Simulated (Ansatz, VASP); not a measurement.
**One calculation of AgCl, two programs**

```xyz
2
Lattice="3.4340 0.0515 0.0515 0.0515 3.4340 0.0515 0.0515 0.0515 3.4340" Properties=species:S:1:pos:R:3 pbc="T T T"
Ag    0.0000    0.0000    0.0000
Cl    1.7685    1.7685    1.7685
```

Change from the starting cell: equal xy, yz and zx shear strains of +3 %.

Alike in both runs: task single point; functional PBE; k mesh 9 × 9 × 9; occupations fermi-dirac, width 0.01 eV; no spin polarisation.

|  | VASP | Ansatz |
| --- | --- | --- |
| version | VASP 6.6.1 | Ansatz 0.2.0 |
| potentials or method | VASP PAW PBE potentials, release 64 (Ag, Cl), cutoff 520 eV | all-electron LAPW, scalar-relativistic |

VASP gave:

| Property | Result |
| --- | --- |
| gap on the k mesh at the Fermi level (eV) | 0.54 |
| pressure (GPa) | -0.2 |
| traceless stress, the component that is largest in VASP (GPa) | 0.36 |

Estimate Ansatz's values.

gap on the k mesh at the Fermi level (eV): 0.54; pressure (GPa): 0.0; traceless stress, the component that is largest in VASP (GPa): 0.35.

Ansatz ran all-electron here, and VASP with PAW potentials.
